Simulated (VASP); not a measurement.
The system is CsO2.

```
CELL_PARAMETERS angstrom
2.39687 -3.26925 0.00000
2.39687 3.26925 0.00000
0.00000 0.00000 4.00772
ATOMIC_POSITIONS crystal
Cs 0.50000 0.50000 0.00000
O 0.10308 0.89692 0.50000
O 0.89692 0.10308 0.50000
```

- Program: VASP 6.6.1
- Task: relaxation of cell and atoms
- Functional: LDA
- Potentials or basis: VASP PAW LDA potentials, release 64 (Cs_sv, O)
- Cutoff: 600 eV
- k mesh: 7 × 7 × 6
- Occupations: fermi-dirac, width 0.1 eV
- Spin: no spin polarisation

At the start: pressure -4.1 GPa; volume 20.94 Å³/atom.

Question: Where does the relaxation end?

Answer: Over 33 steps the energy falls by 44.5 meV/atom and the volume is 17.90 Å³/atom (-14.5 %); space group Cmmm (No. 65, to 0.05 Å).

Step by step:
```
step  energy change (eV)  largest force (eV/Å)  pressure (GPa)  volume (Å³)
   1              0.0000                0.3800           -4.15        62.81
   2              0.0030                3.2859            1.38        58.01
   3             -0.0385                1.2455           -1.72        60.33
   4             -0.0848                0.9099           -1.24        58.10
   5             -0.1243                0.3137            0.38        54.00
   6             -0.1244                0.2898            0.47        53.84
   7             -0.1257                0.1341           -0.36        54.25
   8             -0.1258                0.0368           -0.16        54.15
   9             -0.1271                0.0090           -0.22        54.24
  10             -0.1296                0.0784           -0.35        54.51
  11             -0.1290                0.2577           -0.51        55.02
  12             -0.1302                0.1537           -0.42        54.72
  13             -0.1311                0.0637           -0.66        54.67
  14             -0.1312                0.1088           -0.71        54.66
  15             -0.1321                0.0692           -0.53        54.46
  16             -0.1328                0.0234           -0.33        54.24
  17             -0.1328                0.0713            0.07        53.80
  18             -0.1330                0.0232           -0.17        54.03
  19             -0.1330                0.0265           -0.14        54.02
  20             -0.1331                0.0261           -0.15        53.95
  21             -0.1331                0.0587           -0.16        53.90
  22             -0.1332                0.0375           -0.08        53.83
  23             -0.1333                0.0006            0.05        53.71
  24             -0.1333                0.0108            0.04        53.70
  25             -0.1333                0.0421            0.04        53.67
  26             -0.1334                0.0320            0.05        53.67
  27             -0.1334                0.0020            0.09        53.66
  28             -0.1334                0.0585            0.19        53.64
  29             -0.1334                0.0146            0.11        53.66
  30             -0.1334                0.0058            0.09        53.67
  31             -0.1334                0.0167            0.03        53.71
  32             -0.1334                0.0138            0.05        53.71
  33             -0.1334                0.0038            0.07        53.69
```

Final structure:
```
Cs O
1.0
     2.34906   -3.07245    0.00000
     2.34906    3.07245    0.00000
     0.00000    0.00000    3.71937
Cs O
1 2
Cartesian
  2.3491 0.0000 0.0000
  2.3491 2.4058 1.8597
  2.3491 -2.4058 1.8597
```

Caveat: an odd number of electrons without spin polarisation forces a metal; a magnetic or distorted state may lie lower.
